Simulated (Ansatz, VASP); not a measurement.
# Ru in VASP and in Ansatz

```
Ru
1.0
     2.70783    0.00000    0.00000
    -1.35391    2.34505    0.00000
     0.00000    0.00000    4.26810
Ru
2
Direct
  0.33333 0.66667 0.25000
  0.66667 0.33333 0.75000
```

Alike in both runs: task single point; functional PBEsol; k mesh 9 × 9 × 4; occupations gaussian, width 0.1 eV; no spin polarisation.

|  | VASP | Ansatz |
| --- | --- | --- |
| version | VASP 6.6.1 | Ansatz 0.2.0 |
| potentials or method | VASP PAW PBE potentials, release 64 (Ru_pv), cutoff 520 eV | scalar-relativistic, plane waves, PAW |
| valence electrons in the cell | 28 | 32 |

```tsv
	VASP	Ansatz	Ansatz less VASP
gap on the k mesh at the Fermi level (eV)	none	none	-
pressure (GPa)	-5.6	-5.5	+0.10
traceless stress, the component that is largest in VASP (GPa)	-0.78	-0.81	-0.037
```

VASP's potentials were made for PBE, not for PBEsol, and Ansatz warns of the same on its side. A gap of «none» marks a metal or a gap that the smearing closes. With one functional, cell and mesh, what is left measures potentials, basis and numerics. VASP's potentials hold 28 valence electrons a cell and Ansatz's 32, so a difference there can come from the potentials and not from the codes.

The k mesh is coarse, so the values compare programs but aren't converged.
